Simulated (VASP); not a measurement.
Write the native input for VASP 6.6.1 that does the following.

* Task: single point
* Functional: PBEsol
* Potentials or basis: VASP PAW PBE potentials, release 64 (Zn, O_h)
* Cutoff: 1340 eV
* k mesh: 8 × 8 × 8
* Occupations: fermi-dirac, width 0.03 eV
* Spin: no spin polarisation
* Dipole correction: no
* Further INCAR settings: ALGO = Normal; EDIFF = 1e-06; NBANDS = 16

The structure of ZnO lies in POSCAR:

```
ZnO
1.0
    2.6447867384      0.0000000000      0.0000000000
    0.0000000000      2.6447867384      0.0000000000
    0.0000000000      0.0000000000      2.6447867384
Zn O
1 1
Direct
    0.0000000000      0.0000000000      0.0000000000
    0.5000000000      0.5000000000      0.5000000000
```

These files were run (other wordings do the same):

INCAR

```
PREC     = Accurate       # precision mode
ENCUT    = 1340           # plane-wave cutoff, eV
EDIFF    = 1E-6           # SCF threshold, eV
ISMEAR   = -1             # smearing method
SIGMA    = 0.03           # smearing width, eV
LREAL    = False          # projectors in reciprocal space
LASPH    = True           # aspherical terms in the spheres
NELM     = 120            # most SCF steps
ALGO     = Normal         # electronic algorithm
ISIF     = 2              # what is computed and relaxed
LWAVE    = False          # write WAVECAR
LCHARG   = False          # write CHGCAR
GGA      = PS             # functional
NBANDS   = 16             # bands
GGA_COMPAT= False
```

KPOINTS

```
Automatic mesh
0
Gamma
  8 8 8
```

Potentials or basis: VASP PAW PBE potentials, release 64 (Zn, O_h).

The run is started by

```bash
$ cat potpaw_PBE.64/Zn/POTCAR potpaw_PBE.64/O_h/POTCAR > POTCAR
$ mpirun -np 1 vasp_std > vasp.out
```

Results of the run:

| Item | Value |
| --- | --- |
| Pressure | 0.9 GPa |
| Band gap on the k mesh | zero (bands 9 and 10 overlap by 0.64 eV) |

Caveat: semilocal functionals underestimate gaps, and a narrow one can read as zero; the PAW data sets were made with another functional, which shifts forces and pressure a little.

It took 23 s on 1 thread of AMD EPYC 7R13 Processor (Zen 3), on a shared host, peak memory 0.17 GiB.
